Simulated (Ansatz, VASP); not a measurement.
# LiH: VASP beside Ansatz

File INCAR:

```
SYSTEM = LiH
PREC = Accurate ; ENCUT = 520
EDIFF = 1E-6 ; ISMEAR = -1
SIGMA = 0.05 ; LREAL = .False.
LASPH = .True. ; NELM = 100
ALGO = Normal ; ISIF = 2
LWAVE = .False. ; LCHARG = .True.
GGA = PE ; LELF = .True.
LVHAR = .True. ; NBANDS = 9
```

KPOINTS

```
regular mesh
0
Gamma
  13 13 13
  0 0 0
```

The input POSCAR:

```
LiH
1.0
    0.0000000000      2.1448522242      2.1448522242
    2.1448522242      0.0000000000      2.1448522242
    2.1448522242      2.1448522242      0.0000000000
Li H
1 1
Direct
    0.0000000000      0.0000000000      0.0000000000
    0.2383441853      0.2616558147      0.2616558147
```

Input for Ansatz:

```yaml
crystal:
  lattice:
    - [0.0, 2.1448522242, 2.1448522242]
    - [2.1448522242, 0.0, 2.1448522242]
    - [2.1448522242, 2.1448522242, 0.0]
  atoms:
    - { symbol: Li, position: [0.0, 0.0, 0.0] }
    - { symbol: H, position: [0.2383441853, 0.2616558147, 0.2616558147] }
kpoints:
  mp_grid: { grid: [13, 13, 13] }
scf:
  occupations: { method: fermi_dirac, width: 0.05 }
hamiltonian:
  xc: pbe
  pseudopotentials: { kind: all_electron, lapw: { basis_error: 0.00025 } }
output:
  forces: true
  stress: true
  eigenvalues: true
```

Alike in both runs: task single point; functional PBE; k mesh 13 × 13 × 13; occupations fermi-dirac, width 0.05 eV; no spin polarisation.

|  | VASP | Ansatz |
| --- | --- | --- |
| version | VASP 6.6.1 | Ansatz 0.2.0 |
| potentials or method | VASP PAW PBE potentials, release 64 (Li_sv, H), cutoff 520 eV | all-electron LAPW, scalar-relativistic |

|  | VASP | Ansatz | Ansatz less VASP |
| --- | --- | --- | --- |
| gap on the k mesh at the Fermi level (eV) | 4.22 | 4.22 | -0.006 |
| rms of the force components (eV/Å) | 0.065 | 0.065 | -0.0009 |

Atom by atom the forces differ by 0.001 eV/Å (rms over components). Ansatz ran all-electron here, and VASP with PAW potentials.

Noted on VASP's run: the cutoff is under 1.25 times that of the potentials, so the pressure is a little rough.
